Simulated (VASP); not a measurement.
Wanted: the native input for a VASP 6.6.1 run.

```yaml
Task: single point
Functional: PBE0
Potentials_or_basis: VASP PAW PBE potentials, release 64 (Na_pv, H)
Cutoff: 520 eV
k_mesh: 6 × 6 × 6
Occupations: fermi-dirac, width 0.05 eV
Spin: no spin polarisation
Dipole_correction: no
Grid_for_exact_exchange_PRECFOCK: Normal
Further_INCAR_settings: ALGO = Normal; EDIFF = 1e-07; NBANDS = 11
Share_of_exact_exchange: 0.25
```

Crystal: NaH.

```
Na H
1.0
     0.00000    2.47211    2.47211
     2.47211    0.00000    2.47211
     2.47211    2.47211    0.00000
Na H
1 1
Direct
  0.00000 0.00000 0.00000
  0.50000 0.50000 0.50000
```

These files were run (other wordings do the same):

POSCAR

```
NaH
1.0
    0.0000000000      2.4721089453      2.4721089453
    2.4721089453      0.0000000000      2.4721089453
    2.4721089453      2.4721089453      0.0000000000
Na H
1 1
Direct
    0.0000000000      0.0000000000      0.0000000000
    0.5000000000      0.5000000000      0.5000000000
```

INCAR.step1

```
SYSTEM = NaH
  ALGO = Normal
  EDIFF = 1E-5
  ENCUT = 520
  GGA = PE
  ISIF = 2
  ISMEAR = -1
  LASPH = .True.
  LCHARG = .False.
  LREAL = .False.
  LWAVE = .True.
  NBANDS = 11
  NELM = 80
  PREC = Accurate
  SIGMA = 0.05
```

INCAR.step2

```
SYSTEM = NaH
  AEXX = 0.25
  ALGO = Normal
  EDIFF = 1E-7
  ENCUT = 520
  GGA = PE
  ISIF = 2
  ISMEAR = -1
  ISTART = 1
  LASPH = .True.
  LCHARG = .False.
  LHFCALC = .True.
  LREAL = .False.
  LWAVE = .False.
  NBANDS = 11
  NELM = 80
  PREC = Accurate
  PRECFOCK = Normal
  SIGMA = 0.05
```

KPOINTS

```
k-points
0
Gamma
  6 6 6
  0 0 0
```

Potentials or basis: VASP PAW PBE potentials, release 64 (Na_pv, H).

Command:

```console
$ cat potpaw_PBE.64/Na_pv/POTCAR potpaw_PBE.64/H/POTCAR > POTCAR
$ cp INCAR.step1 INCAR
$ mpirun -np 1 vasp_std > vasp.out
$ cp INCAR.step2 INCAR
$ mpirun -np 1 vasp_std > vasp.out
```

Results of the run:

* Pressure: -1.8 GPa
* Band gap on the k mesh: 5.44 eV (least direct gap 6.32 eV)

Caveat: the PAW data sets were made with another functional, which shifts forces and pressure a little.

It took 3.3 min on 1 thread of Intel(R) Xeon(R) 6975P-C (Granite Rapids) (shared host), peak memory 0.16 GiB.
